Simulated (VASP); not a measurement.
# Cs (P6/mmm) in VASP: relaxation of cell and atoms with PBE

Aim: the relaxation of cell and atoms of Cs with PBE.

Program: VASP 6.6.1. These are calculated values, not measurements. Logs are shortened: lines on timing, memory, paths and dates and some standing lists are left out, and cuts for length are marked.

### 1 The cell of the first run

Symmetry: P6/mmm, No. 191, hexagonal system. Conventional cell: a = 8.546 Å, b = 8.546 Å, c = 5.239 Å, α = 90.00°, β = 90.00°, γ = 120.00°.

This isn't the form of Cs at room conditions, which is bcc.

### 2 Relaxation of cell and atoms, PBE

INCAR

```
SYSTEM = Cs
PREC = Accurate
ENCUT = 600
EDIFF = 1E-6
ISMEAR = -1
SIGMA = 0.1
LREAL = .FALSE.
LASPH = .TRUE.
NELM = 60
ALGO = Normal
ISIF = 3
LWAVE = .FALSE.
LCHARG = .FALSE.
GGA = PE
IBRION = 2
NSW = 80
EDIFFG = -0.01
```

KPOINTS

```
Automatic mesh
0
G
  5 5 6
  0 0 0
```

POSCAR

```
Cs
1.0
    8.5460026433      0.0000000000      0.0000000000
   -4.2730013217      7.4010553899      0.0000000000
    0.0000000000      0.0000000000      5.2386996204
Cs
3
Direct
    0.0000000000      0.0000000000      0.0000000000
    0.3333333333      0.6666666667      0.5000000000
    0.6666666667      0.3333333333      0.5000000000
```

Potentials or basis: VASP PAW PBE potentials, release 64 (Cs_sv).

Started as:

```
cat potpaw_PBE.64/Cs_sv/POTCAR > POTCAR
mpirun -np 1 vasp_std > vasp.out
```

OUTCAR:

```text
SYSTEM = Cs
   PREC = Accurate
   ENCUT = 600
   EDIFF = 1E-6
   ISMEAR = -1
   LREAL = .FALSE.
   LASPH = .TRUE.
   NELM = 60
   ISIF = 3
   GGA = PE
   IBRION = 2
   NSW = 80
   EDIFFG = -0.01

 ion  position               nearest neighbor table
   1  0.000  0.000  0.000-
   2  0.333  0.667  0.500-
   3  0.667  0.333  0.500-

  LATTYP: Found a hexagonal cell.
 ALAT       =     8.5460026433
 C/A-ratio  =     0.6130000000

  Lattice vectors:

 A1 = (   8.5460026433,   0.0000000000,   0.0000000000)
 A2 = (  -4.2730013217,   7.4010553899,   0.0000000000)
 A3 = (   0.0000000000,   0.0000000000,   5.2386996204)

Analysis of symmetry for initial positions (statically):
=====================================================================
 Subroutine PRICEL returns:
 Original cell was already a primitive cell.

 Routine SETGRP: Setting up the symmetry group for a
 hexagonal supercell.

 Subroutine GETGRP returns: Found 24 space group operations
 (whereof 24 operations were pure point group operations)
 out of a pool of 24 trial point group operations.

The static configuration has the point symmetry D_6h.

Analysis of symmetry for dynamics (positions and initial velocities):
=====================================================================
 Subroutine PRICEL returns:
 Original cell was already a primitive cell.

 Routine SETGRP: Setting up the symmetry group for a
 hexagonal supercell.

 Subroutine GETGRP returns: Found 24 space group operations
 (whereof 24 operations were pure point group operations)
 out of a pool of 24 trial point group operations.

The dynamic configuration has the point symmetry D_6h.

 Subroutine INISYM returns: Found 24 space group operations
 (whereof 24 operations are pure point group operations),
 and found     1 'primitive' translations

----------------------------------------------------------------------------------------

                                     Primitive cell

  volume of cell :     331.3448

  direct lattice vectors                    reciprocal lattice vectors
     8.546002643  0.000000000  0.000000000     0.117013771  0.067557932  0.000000000
    -4.273001322  7.401055390  0.000000000     0.000000000  0.135115865  0.000000000
     0.000000000  0.000000000  5.238699620     0.000000000  0.000000000  0.190887066

  length of vectors
     8.546002643  8.546002643  5.238699620     0.135115865  0.135115865  0.190887066

  position of ions in fractional coordinates (direct lattice)
     0.000000000  0.000000000  0.000000000
     0.333333333  0.666666667  0.500000000
     0.666666667  0.333333333  0.500000000

  ion indices of the primitive-cell ions
   primitive index   ion index
                 1           1
                 2           2
                 3           3

----------------------------------------------------------------------------------------

 KPOINTS: Automatic mesh

Automatic generation of k-mesh.
 Grid dimensions read from file:
 generate k-points for:    5    5    6

 Generating k-lattice:

  Cartesian coordinates                     Fractional coordinates (reciprocal lattice)
     0.023402754  0.013511586  0.000000000     0.200000000 -0.000000000  0.000000000
     0.000000000  0.027023173  0.000000000     0.000000000  0.200000000  0.000000000
     0.000000000  0.000000000  0.031814511     0.000000000  0.000000000  0.166666667

  Length of vectors
     0.027023173  0.027023173  0.031814511

  Shift w.r.t. Gamma in fractional coordinates (k-lattice)
     0.000000000  0.000000000  0.000000000

 Subroutine IBZKPT returns following result:
 ===========================================

 Found     20 irreducible k-points:

 Following reciprocal coordinates:
            Coordinates               Weight
  0.000000  0.000000  0.000000      1.000000
  0.200000 -0.000000  0.000000      6.000000
  0.400000 -0.000000  0.000000      6.000000
  0.200000  0.200000  0.000000      6.000000
  0.400000  0.200000  0.000000      6.000000
  0.000000  0.000000  0.166667      2.000000
[... 12 lines left out ...]
  0.200000  0.200000  0.500000      6.000000
  0.400000  0.200000  0.500000      6.000000
   k-points           NKPTS =     20   k-points in BZ     NKDIM =     20   number of bands    NBANDS=     17
   number of dos      NEDOS =    301   number of ions     NIONS =      3
   total plane-waves  NPLWV = 205800
   dimension x,y,z NGX =    70 NGY =   70 NGZ =   42
   dimension x,y,z NGXF=   140 NGYF=  140 NGZF=   84
   ions per type =               3
   NGX,Y,Z   is equivalent  to a cutoff of  13.62, 13.62, 13.33 a.u.
   NGXF,Y,Z  is equivalent  to a cutoff of  27.23, 27.23, 26.66 a.u.
 SYSTEM =  Cs
   PREC   = accura    normal or accurate (medium, high low for compatibility)
   ISTART =      0    job   : 0-new  1-cont  2-samecut
   ICHARG =      2    charge: 1-file 2-atom 10-const
   ISPIN  =      1    spin polarized calculation?
   LNONCOLLINEAR =      F non collinear calculations
   LSORBIT =      F    spin-orbit coupling
   LASPH  =      T    aspherical Exc in radial PAW
   ENCUT  =  600.0 eV  44.10 Ry    6.64 a.u.  17.07 17.07 10.46*2*pi/ulx,y,z
   NELM   =     60;   NELMIN=  2; NELMDL= -5     # of ELM steps
   EDIFF  = 0.1E-05   stopping-criterion for ELM
   LREAL  =      F    real-space projection
   EDIFFG = -.1E-01   stopping-criterion for IOM
   NSW    =     80    number of steps for IOM
   IBRION =      2    ionic relax: 0-MD 1-quasi-New 2-CG
   NFREE  =      1    steps in history (QN), initial steepest desc. (CG)
   ISIF   =      3    stress and relaxation
   ISYM   =      2    0-nonsym 1-usesym 2-fastsym
   POTIM  = 0.5000    time-step for ionic-motion
   TEBEG  =    0.0;   TEEND  =   0.0 temperature during run
   PSTRESS=    0.0 pullay stress
   NELECT =      27.0000    total number of electrons
   NUPDOWN=      -1.0000    fix difference up-down
   EMIN   =  10.00;   EMAX   =-10.00  energy-range for DOS
   EFERMI =   0.00;   METHOD = LEGACY
   ISMEAR =    -1;   SIGMA  =   0.10  broadening in eV -4-tet -1-fermi 0-gaus
   EFERMI_NEDOS =   21; number of points for ismear=-14 and -15
   IALGO  =     38    algorithm
   IMIX   =      4    mixing-type and parameters
     AMIX     =   0.40;   BMIX     =  1.00
     AMIX_MAG =   1.60;   BMIX_MAG =  1.00
  volume/ion in A,a.u.               =     110.45       745.34
  Fermi-wavevector in a.u.,A,eV,Ry     =   0.709746  1.341225  6.853782  0.503739
  Thomas-Fermi vector in A             =   1.796409
   LORBIT       =      0    0 simple, 1 ext, 2 COOP (PROOUT), +10 PAW based schemes
   GGA     = PE    functional components
   LHFCALC =     F    Hartree Fock is set to
   AEXX    =    0.0000 exact exchange contribution
   IVDW    =     0    specifies the selected vdW correction
   LEPSILON=     F    determine dielectric tensor
   LRPA    =     F    only Hartree local field effects (RPA)
 conjugate gradient relaxation of ions
 non-spin polarized calculation
  energy-cutoff  :      600.00
  volume of cell :      331.34
 maximum number of plane-waves:     11115
 NGX is ok and might be reduce to    70
   NGX = 35   NGY = 35   NGZ = 21

--------------------------------------- Ionic step        1  -------------------------------------------

 number of electron      26.9999997 magnetization

 Free energy of the ion-electron system (eV)
  ---------------------------------------------------
  ext. energy  EPLUGINS =         0.00000000
  ---------------------------------------------------
  free energy    TOTEN  =        -2.57577061 eV

  energy without entropy =       -2.44611022  energy(sigma->0) =       -2.51094041

------------------------ aborting loop because EDIFF is reached ----------------------------------------

  FORCE on cell =-STRESS in cart. coord.  units (eV):
  Direction    XX          YY          ZZ          XY          YZ          ZX
  --------------------------------------------------------------------------------------
  -------------------------------------------------------------------------------------
  Total        0.3457867      0.3457867      0.1469572     -0.0000000      0.0000000     -0.0000000
  in kB        1.6720092      1.6720092      0.7105938     -0.0000000      0.0000000     -0.0000000
  external PRESSURE =       1.3515374 kB  Pullay stress =       0.0000000 kB

 VOLUME and BASIS-vectors are now :
 -----------------------------------------------------------------------------
  energy-cutoff  :      600.00
  volume of cell :      331.34
      direct lattice vectors                 reciprocal lattice vectors
     8.546002643  0.000000000  0.000000000     0.117013771  0.067557932  0.000000000
    -4.273001322  7.401055390  0.000000000     0.000000000  0.135115865  0.000000000
     0.000000000  0.000000000  5.238699620     0.000000000  0.000000000  0.190887066
[... 149 lines left out ...]
 POSITION                                       TOTAL-FORCE (eV/Angst)
 -----------------------------------------------------------------------------------
     -4.39339      7.60957      5.29091        -0.000000      0.000000     -0.000000
     -0.00000      5.07305      2.64546         0.000000      0.000000     -0.000000
      4.39339      2.53652      2.64546         0.000000     -0.000000      0.000000
 -----------------------------------------------------------------------------------
    total drift:                                0.000000     -0.000000     -0.000000

  FREE ENERGIE OF THE ION-ELECTRON SYSTEM (eV)
  ---------------------------------------------------
  free  energy   TOTEN  =        -2.5860559783 eV

  energy  without entropy=       -2.4574944799  energy(sigma->0) =       -2.52177523

--------------------------------------- Ionic step        6  -------------------------------------------

 number of electron      26.9999998 magnetization

 Free energy of the ion-electron system (eV)
  ---------------------------------------------------
  ext. energy  EPLUGINS =         0.00000000
  ---------------------------------------------------
  free energy    TOTEN  =        -2.58624690 eV

  energy without entropy =       -2.45793899  energy(sigma->0) =       -2.52209295

 E-fermi :   0.3950     XC(G=0):  -5.3471

 val. band max:        0.3034781892   @ k =   0.4000   0.2000   0.1667
 cond. band min:       0.4112852424   @ k =   0.2000   0.2000   0.1667
 fundamental gap:      0.1078070533
 Fermi energy:         0.3949618748

 k-point     1 :       0.0000    0.0000    0.0000
  band No.  band energies     occupation
      1     -23.5076      2.00000
      2     -23.4994      2.00000
      3     -23.4213      2.00000
      4     -10.3619      2.00000
      5     -10.3619      2.00000
      6     -10.2846      2.00000
[... 9 lines left out ...]
     16       1.2582      0.00036
     17       1.2721      0.00031
[... 400 lines left out ...]
 POSITION                                       TOTAL-FORCE (eV/Angst)
 -----------------------------------------------------------------------------------
      8.80129     -0.00000     -0.00000         0.000000     -0.000000      0.000000
     -0.00000      5.08143      2.63158        -0.000000     -0.000000     -0.000000
      4.40065      2.54071      2.63158         0.000000      0.000000      0.000000
 -----------------------------------------------------------------------------------
    total drift:                                0.000000     -0.000000      0.000000

  FREE ENERGIE OF THE ION-ELECTRON SYSTEM (eV)
  ---------------------------------------------------
  free  energy   TOTEN  =        -2.5862469030 eV

  energy  without entropy=       -2.4579389896  energy(sigma->0) =       -2.52209295

 reached required accuracy - stopping structural energy minimisation
```

It took 16 min on 1 thread of Intel Xeon 8259CL, shared host; peak memory 0.56 GiB.

What came out:

```
Free energy                           : -2.5862 eV
Relaxed volume                        : 117.69 Å³/atom
Relaxed cell                          : a = 8.801 Å, b = 8.801 Å, c = 5.263 Å, α = 90.00°, β = 90.00°, γ = 120.00°
Space group after relaxing (to 0.1 Å) : P6/mmm (No. 191)
Energy gained by relaxing             : 3.5 meV/atom
Ionic steps                           : 6
Pressure after relaxing               : 0.0 GPa
Band gap on the k mesh                : zero (an odd number of electrons rules out a gap without spin polarisation)
```

The path:
| step | energy change (eV) | largest force (eV/Å) | pressure (GPa) | volume (Å³) |
| --- | --- | --- | --- | --- |
| 1 | 0.0000 | 0.0000 | 0.14 | 331.34 |
| 2 | -0.0038 | 0.0000 | 0.10 | 335.83 |
| 3 | -0.0098 | 0.0000 | 0.02 | 349.52 |
| 4 | -0.0102 | 0.0000 | -0.01 | 354.00 |
| 5 | -0.0103 | 0.0000 | -0.01 | 353.77 |
| 6 | -0.0105 | 0.0000 | 0.00 | 353.08 |

Final structure:
```cif
data_structure
_symmetry_space_group_name_H-M 'P 1'
_symmetry_Int_Tables_number 1
_cell_length_a 8.8013
_cell_length_b 8.8013
_cell_length_c 5.2632
_cell_angle_alpha 90.000
_cell_angle_beta 90.000
_cell_angle_gamma 120.000
_cell_volume 353.08
loop_
_atom_site_label
_atom_site_type_symbol
_atom_site_fract_x
_atom_site_fract_y
_atom_site_fract_z
_atom_site_occupancy
Cs1 Cs 0.00000 0.00000 0.00000 1
Cs2 Cs 0.33333 0.66667 0.50000 1
Cs3 Cs 0.66667 0.33333 0.50000 1
```

Caveat: spin-orbit coupling is left out, which moves the levels of the heavy elements.

The gap in the log of VASP goes by the Fermi energy; the results here count the filled bands.